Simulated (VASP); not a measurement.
A run of VASP 6.6.1 is set up as follows.

Contents of INCAR:

```
SYSTEM = Ir
PREC = Accurate ; ENCUT = 500
EDIFF = 1E-6 ; ISMEAR = 0
SIGMA = 0.1 ; LREAL = .FALSE.
LASPH = .TRUE. ; NELM = 120
ALGO = Normal ; ISIF = 2
LWAVE = .FALSE. ; LCHARG = .TRUE.
GGA = PE ; LELF = .TRUE.
LVHAR = .TRUE. ; NBANDS = 10
GGA_COMPAT = .FALSE.
```

The input KPOINTS:

```
Automatic mesh
0
G
  18 18 18
  0 0 0
```

File POSCAR:

```
Ir
1.0
    0.0000000000      1.9732877642      1.9732877642
    1.9732877642      0.0000000000      1.9732877642
    1.9732877642      1.9732877642      0.0000000000
Ir
1
Direct
    0.0000000000      0.0000000000      0.0000000000
```

Potentials or basis: VASP PAW PBE potentials, release 64 (Ir).

Command:

```console
$ cat potpaw_PBE.64/Ir/POTCAR > POTCAR
$ mpirun -np 1 vasp_std > vasp.out
```

(1) Estimate the pressure.

Answers

(1) -17.2 GPa.
